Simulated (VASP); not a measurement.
**SrO: vibrations by perturbation theory with PBEsol**

The system is SrO.

```
Sr O
1.0
     0.00000    2.54425    2.54425
     2.54425    0.00000    2.54425
     2.54425    2.54425    0.00000
Sr O
1 1
Cartesian
  2.5443 2.5443 2.5443
  0.0000 0.0000 0.0000
```

This cell differs from its parent crystal: volume scaled by 0.980.

```json
{
 "Program": "VASP 6.6.1",
 "Task": "vibrations by perturbation theory",
 "Functional": "PBEsol",
 "Potentials or basis": "VASP PAW PBE potentials, release 64 (Sr_sv, O)",
 "Cutoff": "520 eV",
 "k mesh": "8 × 8 × 8",
 "Occupations": "gaussian, width 0.01 eV",
 "Spin": "no spin polarisation",
 "Dipole correction": "no",
 "Further INCAR settings": "ALGO = Normal; EDIFF = 1e-08; NBANDS = 15; IBRION = 8; NSW = 1"
}
```

```yaml
Highest_phonon_frequency_at_Γ_LO-TO_splitting_left_out: 222 cm⁻¹
```

Phonon frequencies in cm⁻¹ (negative: imaginary):
```tsv
q point	frequencies
(0.000, 0.000, 0.000)	0 0 0 222 222 222
```

It took 65 s on 1 thread of Intel(R) Xeon(R) 6975P-C (Granite Rapids) (shared host), peak memory 0.22 GiB.

Caveat: the cell wasn't relaxed at this level first, which shifts response properties.
